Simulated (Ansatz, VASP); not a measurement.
# Si4Ge in VASP and in Ansatz

```
Si Ge
1.0
    -2.73451    2.73451    2.73451
     2.73451   -2.73451    2.73451
     2.73451    2.73451   -2.73451
Si Ge
4 1
Direct
  0.00000 0.00000 0.50000
  0.00000 0.50000 0.00000
  0.50000 0.00000 0.00000
  0.50000 0.50000 0.50000
  0.00000 0.00000 0.00000
```

Change from the starting cell: species swapped into the CrGa4 type (Im-3m, No. 229).

Alike in both runs: task single point; functional PBE; k mesh 4 × 4 × 4; occupations gaussian, width 0.1 eV; no spin polarisation.

```csv
,VASP,Ansatz
version,VASP 6.6.1,Ansatz 0.2.0
potentials or method,"VASP PAW PBE potentials, release 64 (Si, Ge_d), cutoff 520 eV","scalar-relativistic, plane waves, PAW"
valence electrons in the cell,30,30
```

```tsv
	VASP	Ansatz	Ansatz less VASP
gap on the k mesh at the Fermi level (eV)	none	none	-
pressure (GPa)	13.5	13.5	+0.01
```

A gap of «none» marks a metal or a gap that the smearing closes.

The k mesh is coarse, so the values compare programs but aren't converged.
